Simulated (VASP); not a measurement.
# Zn9HS9 (a cell with a defect) in VASP: notebook

The runs below take Zn9HS9 (a cell with a defect) through single point, with PBE.

Program: VASP 6.6.1. These are calculated values, not measurements. Logs are shortened: lines on timing, memory, paths and dates and some standing lists are left out, and cuts for length are marked.

### 1 The cell of the first run

The cell holds a defect, 19 atoms: a = 6.662 Å, b = 6.662 Å, c = 9.707 Å, α = 83.43°, β = 76.78°, γ = 60.00°.

### 2 Single point, PBE (with an interstitial atom, then relaxed in part)

Contents of INCAR:

```
SYSTEM = Zn9HS9
PREC = Accurate ; ENCUT = 520
EDIFF = 1E-7 ; ISMEAR = 0
SIGMA = 0.02 ; LREAL = Auto
LASPH = .True. ; NELM = 60
ALGO = Normal ; ISIF = 2
LWAVE = .False. ; LCHARG = .False.
GGA = PE ; NELECT = 164.0
NBANDS = 96
```

Contents of KPOINTS:

```
regular mesh
0
Gamma
  2 2 2
  0 0 0
```

Contents of POSCAR:

```
Zn9HS9
1.0
    0.0000000000     -6.6618213655      0.0000000000
    5.7693065380     -3.3309106827      0.0000000000
    0.0000000000     -2.2206071218      9.4492875734
Zn S H
9 9 1
Direct
    0.6082849273      0.7246960242      1.0049928710
    0.3327806039      0.2751702875      1.0052393460
    0.0542950732      0.0002305844      1.0040089351
    0.4430796050      0.6610738327      0.6735991865
    0.1039204535      0.3394546403      0.6734321514
    0.7821865333      1.0002407157      0.6727499486
    0.2232020131      0.6704682933      0.3341284534
    0.8934023775      0.3299625397      0.3341545178
    0.5506076025      1.0001769212      0.3419224403
    0.5864328085      0.6651974380      0.2556753521
    0.2513884813      0.3351902041      0.2558024212
    0.9106595982      0.0002016592      0.2553615176
    0.1402975531      0.6671176782      0.5822292266
    0.8070697621      0.3334060676      0.5822414361
    0.4693362378      1.0002060821      0.5932766809
    0.3622022938      0.6313509028      0.9159233503
   -0.0065592836      0.3690352690      0.9157546956
    0.7307809925      0.0001196693      0.9149745254
    0.3122512130      0.0002930270      0.0617231181
```

Potentials or basis: VASP PAW PBE potentials, release 64 (Zn, S, H).

On the command line:

```sh
cat potpaw_PBE.64/Zn/POTCAR potpaw_PBE.64/S/POTCAR potpaw_PBE.64/H/POTCAR > POTCAR
mpirun -np 1 vasp_std > vasp.out
```

OUTCAR:

```text
SYSTEM = Zn9HS9
   PREC = Accurate
   ENCUT = 520
   EDIFF = 1E-7
   ISMEAR = 0
   LREAL = Auto
   LASPH = .True.
   NELM = 60
   ISIF = 2
   GGA = PE
   NELECT = 164.0

 ion  position               nearest neighbor table
   1  0.608  0.725  0.005-  19 1.92  18 2.37  16 2.37  10 2.40  17 2.51
   2  0.333  0.275  0.005-  19 1.91  18 2.37  17 2.37  11 2.40  16 2.52
   3  0.054  0.000  0.004-  19 1.93  16 2.37  17 2.37  12 2.41  18 2.50
   4  0.443  0.661  0.674-  16 2.30  13 2.36  14 2.37  15 2.38
   5  0.104  0.339  0.673-  17 2.30  14 2.36  13 2.37  15 2.38
   6  0.782  0.000  0.673-  18 2.30  14 2.36  13 2.36  15 2.38
   7  0.223  0.670  0.334-  13 2.34  11 2.35  10 2.35  12 2.35
   8  0.893  0.330  0.334-  14 2.34  10 2.35  11 2.35  12 2.35
   9  0.551  0.000  0.342-  12 2.35  11 2.35  10 2.35  15 2.38
  10  0.586  0.665  0.256-   8 2.35   7 2.35   9 2.35   1 2.40
  11  0.251  0.335  0.256-   7 2.35   8 2.35   9 2.35   2 2.40
  12  0.911  0.000  0.255-   7 2.35   8 2.35   9 2.35   3 2.41
  13  0.140  0.667  0.582-   7 2.34   6 2.36   4 2.36   5 2.37
  14  0.807  0.333  0.582-   8 2.34   6 2.36   5 2.36   4 2.37
  15  0.469  0.000  0.593-   9 2.38   4 2.38   5 2.38   6 2.38
  16  0.362  0.631  0.916-   4 2.30   1 2.37   3 2.37   2 2.52
  17  0.993  0.369  0.916-   5 2.30   3 2.37   2 2.37   1 2.51
  18  0.731  0.000  0.915-   6 2.30   1 2.37   2 2.37   3 2.50
  19  0.312  0.000  0.062-   2 1.91   1 1.92   3 1.93

  LATTYP: Found a base centered monoclinic cell.
 ALAT       =     6.6618213655
 B/A-ratio  =     1.7320508076
 C/A-ratio  =     1.4570648124
 COS(beta)  =    -0.2287704229

  Lattice vectors:

 A1 = (   5.7693065380,   3.3309106828,   0.0000000000)
 A2 = (  -5.7693065380,   3.3309106827,   0.0000000000)
 A3 = (   0.0000000000,  -2.2206071218,   9.4492875734)

Analysis of symmetry for initial positions (statically):
=====================================================================
 Subroutine PRICEL returns:
 Original cell was already a primitive cell.

 Routine SETGRP: Setting up the symmetry group for a
 base centered monoclinic supercell.

 Subroutine GETGRP returns: Found  1 space group operations
 (whereof  1 operations were pure point group operations)
 out of a pool of  4 trial point group operations.

The static configuration has the point symmetry C_1 .

Analysis of symmetry for dynamics (positions and initial velocities):
=====================================================================
 Subroutine PRICEL returns:
 Original cell was already a primitive cell.
[... 131 lines left out ...]
   ISIF   =      2    stress and relaxation
   ISYM   =      2    0-nonsym 1-usesym 2-fastsym
   POTIM  = 0.5000    time-step for ionic-motion
   TEBEG  =    0.0;   TEEND  =   0.0 temperature during run
   PSTRESS=    0.0 pullay stress
   NELECT =     164.0000    total number of electrons
   NUPDOWN=      -1.0000    fix difference up-down
   EMIN   =  10.00;   EMAX   =-10.00  energy-range for DOS
   EFERMI =   0.00;   METHOD = LEGACY
   ISMEAR =     0;   SIGMA  =   0.02  broadening in eV -4-tet -1-fermi 0-gaus
   EFERMI_NEDOS =   21; number of points for ismear=-14 and -15
   IALGO  =     38    algorithm
   IMIX   =      4    mixing-type and parameters
     AMIX     =   0.40;   BMIX     =  1.00
     AMIX_MAG =   1.60;   BMIX_MAG =  1.00
  volume/ion in A,a.u.               =      19.11       128.99
  Fermi-wavevector in a.u.,A,eV,Ry     =   1.255984  2.373466 21.463145  1.577497
  Thomas-Fermi vector in A             =   2.389714
   LORBIT       =      0    0 simple, 1 ext, 2 COOP (PROOUT), +10 PAW based schemes
   GGA     = PE    functional components
   LHFCALC =     F    Hartree Fock is set to
   AEXX    =    0.0000 exact exchange contribution
   IVDW    =     0    specifies the selected vdW correction
   LEPSILON=     F    determine dielectric tensor
   LRPA    =     F    only Hartree local field effects (RPA)
 non-spin polarized calculation
 Gauss-broadening in eV      SIGMA  =   0.02
  energy-cutoff  :      520.00
  volume of cell :      363.17
 maximum number of plane-waves:      9832
 NGX is ok and might be reduce to    50
   NGX = 25   NGY = 25   NGZ = 37

 number of electron     164.0000023 magnetization

 Free energy of the ion-electron system (eV)
  ---------------------------------------------------
  ext. energy  EPLUGINS =         0.00000000
  ---------------------------------------------------
  free energy    TOTEN  =       -59.97880062 eV

  energy without entropy =      -59.97880062  energy(sigma->0) =      -59.97880062

 E-fermi :   3.0481     XC(G=0):  -9.6452

 val. band max:        2.9317843999   @ k =   0.0000   0.0000   0.5000
 cond. band min:       4.4552963405   @ k =   0.0000   0.0000   0.0000
 fundamental gap:      1.5235119405
 Fermi energy:         3.0480912606

 k-point     1 :       0.0000    0.0000    0.0000
  band No.  band energies     occupation
      1     -11.1053      2.00000
      2     -10.5311      2.00000
      3     -10.2123      2.00000
      4     -10.0839      2.00000
      5     -10.0792      2.00000
      6     -10.0283      2.00000
[... 765 lines left out ...]
     93       7.2619      0.00000
     94       7.4143      0.00000
 [bands above 94 left out]

------------------------ aborting loop because EDIFF is reached ----------------------------------------

  FORCE on cell =-STRESS in cart. coord.  units (eV):
  Direction    XX          YY          ZZ          XY          YZ          ZX
  --------------------------------------------------------------------------------------
  -------------------------------------------------------------------------------------
  Total        9.1854483      9.1012915     11.0848838      0.0080487     -0.0265418      0.0026020
  in kB       40.5224110     40.1511459     48.9019373      0.0355075     -0.1170916      0.0114789
  external PRESSURE =      43.1918314 kB  Pullay stress =       0.0000000 kB

 VOLUME and BASIS-vectors are now :
 -----------------------------------------------------------------------------
  energy-cutoff  :      520.00
  volume of cell :      363.17
      direct lattice vectors                 reciprocal lattice vectors
     0.000000000 -6.661821365  0.000000000    -0.086665528 -0.150109099 -0.035276028
     5.769306538 -3.330910683  0.000000000     0.173331057  0.000000000  0.000000000
     0.000000000 -2.220607122  9.449287573     0.000000000  0.000000000  0.105828084

 POSITION                                       TOTAL-FORCE (eV/Angst)
 -----------------------------------------------------------------------------------
      4.18099     -6.47727      0.04718        -0.000193      0.000836     -0.004393
      1.58754     -3.14513      0.04951         0.000745      0.001460     -0.008439
      0.00133     -0.37137      0.03788        -0.000456     -0.002558     -0.002190
      3.81394     -6.64949      6.36503        -0.001691      0.000197      0.004289
      1.95842     -3.31842      6.36345         0.000547     -0.001585      0.004716
      0.00139     -6.70550      6.35701        -0.000050      0.001082      0.001310
[... 11 lines left out ...]
      0.00069     -6.90053      8.64586         0.001497     -0.020446      0.009637
      0.00169     -2.21820      0.58324        -0.000582      0.000408      0.007609
 -----------------------------------------------------------------------------------
    total drift:                                0.001067     -0.010954     -0.003845

  FREE ENERGIE OF THE ION-ELECTRON SYSTEM (eV)
  ---------------------------------------------------
  free  energy   TOTEN  =       -59.9788006227 eV

  energy  without entropy=      -59.9788006227  energy(sigma->0) =      -59.97880062
```

OSZICAR:

```text
N       E                     dE             d eps       ncg     rms          rms(c)
DAV:   1     0.155761651776E+04    0.15576E+04   -0.72195E+04  1536   0.205E+03
DAV:   2     0.217092557130E+03   -0.13405E+04   -0.12967E+04  1536   0.513E+02
DAV:   3    -0.453483238443E+02   -0.26244E+03   -0.25549E+03  1712   0.189E+02
[... 11 lines left out ...]
DAV:  15    -0.599787978610E+02   -0.73723E-05   -0.58679E-05  1768   0.564E-02    0.906E-03
DAV:  16    -0.599787999836E+02   -0.21226E-05   -0.73491E-06  1736   0.250E-02    0.512E-03
DAV:  17    -0.599788004617E+02   -0.47815E-06   -0.17847E-06  1688   0.159E-02    0.199E-03
DAV:  18    -0.599788005943E+02   -0.13252E-06   -0.89977E-07  1624   0.858E-03    0.125E-03
DAV:  19    -0.599788006227E+02   -0.28405E-07   -0.13692E-07  1064   0.410E-03
   1 F= -.59978801E+02 E0= -.59978801E+02  d E =-.289935E-17
```

It took 14 min on 1 thread of Oxide Virtual Turin-like, shared host; peak memory 0.47 GiB.

What came out:

```yaml
Free_energy: -59.9788 eV
Largest_force: 0.028 eV/Å
```

Forces in eV/Å, atoms in the order of the input:
```
Zn   0.000  0.001 -0.004
Zn   0.001  0.001 -0.008
Zn   0.000 -0.003 -0.002
Zn  -0.002  0.000  0.004
Zn   0.001 -0.002  0.005
Zn   0.000  0.001  0.001
Zn   0.003  0.000  0.002
Zn  -0.003  0.002  0.001
Zn  -0.001 -0.003  0.002
S    0.000 -0.003 -0.005
S    0.003 -0.004 -0.005
S    0.001  0.003 -0.006
S    0.000  0.002 -0.004
S   -0.001  0.002 -0.004
S    0.001  0.000 -0.010
S   -0.025  0.011  0.006
S    0.022  0.010  0.009
S    0.001 -0.020  0.010
H   -0.001  0.000  0.008
```

Caveat: the k points lie up to 0.56 Å⁻¹ apart; the cell carries a net charge on a neutralising background, which shifts energy and pressure; the cell differs from its parent crystal (with an interstitial atom, then relaxed in part); the cell is charged against a uniform background, so pressure and absolute levels hang on convention.

(Continued in part 2 of 2.)
